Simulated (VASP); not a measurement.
Write the native input for VASP 6.6.1 that does the following.

| Quantity | Value |
| --- | --- |
| Task | single point |
| Functional | HSE06 |
| Potentials or basis | VASP PAW PBE potentials, release 64 (Co) |
| Cutoff | 520 eV |
| k mesh | 6 × 6 × 6 |
| Occupations | fermi-dirac, width 0.1 eV |
| Spin | no spin polarisation |
| Dipole correction | no |
| Grid for exact exchange (PRECFOCK) | Normal |
| Further INCAR settings | ALGO = Normal; EDIFF = 1e-06; NBANDS = 10 |
| Share of exact exchange | 0.25 |
| Screening parameter | 0.2079 1/Å |

Co:

```
Co
1.0
     0.00000    1.73073    1.73073
     1.73073    0.00000    1.73073
     1.73073    1.73073    0.00000
Co
1
Direct
  0.00000 0.00000 0.00000
```

This isn't the form of Co at room conditions, which is hcp.

These files were run (other wordings do the same):

POSCAR

```
Co
1.0
    0.0000000000      1.7307309391      1.7307309391
    1.7307309391      0.0000000000      1.7307309391
    1.7307309391      1.7307309391      0.0000000000
Co
1
Direct
    0.0000000000      0.0000000000      0.0000000000
```

INCAR.step1

```
SYSTEM = Co
PREC = Accurate ; ENCUT = 520
EDIFF = 1E-5 ; ISMEAR = -1
SIGMA = 0.1 ; LREAL = .False.
LASPH = .True. ; NELM = 60
ALGO = Normal ; ISIF = 2
LWAVE = .True. ; GGA = PE
NBANDS = 10
```

INCAR.step2

```
SYSTEM = Co
PREC = Accurate ; ENCUT = 520
EDIFF = 1E-6 ; ISMEAR = -1
SIGMA = 0.1 ; LREAL = .False.
LASPH = .True. ; NELM = 60
ALGO = Normal ; ISIF = 2
LWAVE = .False. ; LCHARG = .True.
GGA = PE ; LHFCALC = .True.
HFSCREEN = 0.2079 ; PRECFOCK = Normal
LELF = .True. ; LVHAR = .True.
ISTART = 1 ; NBANDS = 10
```

KPOINTS

```
regular mesh
0
Gamma
  6 6 6
  0 0 0
```

Potentials or basis: VASP PAW PBE potentials, release 64 (Co).

The run is started by

```sh
$ cat potpaw_PBE.64/Co/POTCAR > POTCAR
$ cp INCAR.step1 INCAR
$ mpirun -np 1 vasp_std > vasp.out
$ cp INCAR.step2 INCAR
$ mpirun -np 1 vasp_std > vasp.out
```

Results of the run:

```
Pressure               : -8.7 GPa
Band gap on the k mesh : zero (an odd number of electrons rules out a gap without spin polarisation)
```

Caveat: the k points lie up to 0.52 Å⁻¹ apart, too coarse for converged energies and pressures of a metal; the PAW data sets were made with another functional, which shifts forces and pressure a little; the run has no spin polarisation, though such a crystal can be magnetic.

Run time: 8 min on 1 thread of Intel Xeon 8259CL, on a shared host, peak memory 0.23 GiB.
